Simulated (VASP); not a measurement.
Here is a VASP 6.6.1 calculation.

The input INCAR:

```
PREC = Accurate
ENCUT = 520
EDIFF = 1E-7
ISMEAR = 1
SIGMA = 0.05
LREAL = False
LASPH = True
NELM = 100
ALGO = Normal
ISIF = 2
LWAVE = False
LCHARG = True
LELF = True
LVHAR = True
NBANDS = 17
```

KPOINTS

```
regular mesh
0
Gamma
  6 6 5
```

File POSCAR:

```
BiP
1.0
    3.8430037400      0.0000000000      0.0000000000
   -1.9215018700      3.3281388600      0.0000000000
    0.0000000000      0.0000000000      4.4518618300
Bi P
1 1
Direct
    0.0067470000      0.0137200000      0.5030140000
    0.0043270000      0.0174930000      0.0038210000
```

Potentials or basis: VASP PAW LDA potentials, release 64 (Bi_d, P).

Run with:

```sh
$ cat potpaw_LDA.64/Bi_d/POTCAR potpaw_LDA.64/P/POTCAR > POTCAR
$ mpirun -np 1 vasp_std > vasp.out
```

Estimate the pressure.

18.6 GPa.

Predict the largest force.

0.149 eV/Å.

What does it give for the band gap on the k mesh?

Zero (band 10 reaches 7.02 eV, above the bottom of band 11 at 4.09 eV).

Forces on the atoms (eV/Å):
```
Bi   0.061 -0.046  0.128
P   -0.061  0.046 -0.128
```

Caveat: spin-orbit coupling is left out, which moves the levels of the heavy elements.
